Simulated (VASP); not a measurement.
Write the native input for VASP 6.6.1 that does the following.

| Property | Result |
| --- | --- |
| Task | single point |
| Functional | r2SCAN |
| Potentials or basis | VASP PAW PBE potentials, release 64 (Zn, Se) |
| Cutoff | 550 eV |
| k mesh | 6 × 6 × 6 |
| Occupations | gaussian, width 0.01 eV |
| Spin | no spin polarisation |
| Dipole correction | no |
| Further INCAR settings | ALGO = Normal; EDIFF = 1e-06; NBANDS = 16 |

Crystal: ZnSe (Stilleite).

```
Zn Se
1.0
     0.00000    2.88798    2.88798
     2.88798    0.00000    2.88798
     2.88798    2.88798    0.00000
Zn Se
1 1
Direct
  0.00000 0.00000 0.00000
  0.25000 0.25000 0.25000
```

This cell differs from its parent crystal: volume changed by +6%.

One way to write it, as run:

POSCAR

```
ZnSe
1.0
    0.0000000000      2.8879765188      2.8879765188
    2.8879765188      0.0000000000      2.8879765188
    2.8879765188      2.8879765188      0.0000000000
Zn Se
1 1
Direct
    0.0000000000      0.0000000000      0.0000000000
    0.2500000000      0.2500000000      0.2500000000
```

INCAR.step1

```
PREC = Accurate
ENCUT = 550
ISMEAR = 0
SIGMA = 0.01
LREAL = F
LASPH = T
NELM = 120
NBANDS = 16
GGA = PE
ALGO = Normal
EDIFF = 1E-5
LWAVE = T
LCHARG = F
GGA_COMPAT = F
```

INCAR.step2

```
PREC = Accurate
ENCUT = 550
EDIFF = 1E-6
ISMEAR = 0
SIGMA = 0.01
LREAL = F
LASPH = T
NELM = 120
ALGO = Normal
ISIF = 2
LWAVE = F
LCHARG = F
METAGGA = R2SCAN
LMIXTAU = T
NBANDS = 16
ISTART = 1
GGA_COMPAT = F
```

KPOINTS

```
Automatic mesh
0
Gamma
  6 6 6
```

Potentials or basis: VASP PAW PBE potentials, release 64 (Zn, Se).

Launch:

```sh
$ cat potpaw_PBE.64/Zn/POTCAR potpaw_PBE.64/Se/POTCAR > POTCAR
$ cp INCAR.step1 INCAR
$ mpirun -np 1 vasp_std > vasp.out
$ cp INCAR.step2 INCAR
$ mpirun -np 1 vasp_std > vasp.out
```

Results of the run:

| Property | Result |
| --- | --- |
| Pressure | -3.3 GPa |
| Band gap on the k mesh | 1.62 eV, direct |

Caveat: the PAW data sets were made with another functional, which shifts forces and pressure a little.

Wall time 60 s on 1 thread of Intel(R) Xeon(R) Platinum 8259CL CPU @ 2.50GHz (Skylake/Cascade Lake) (shared host), peak memory 0.19 GiB.
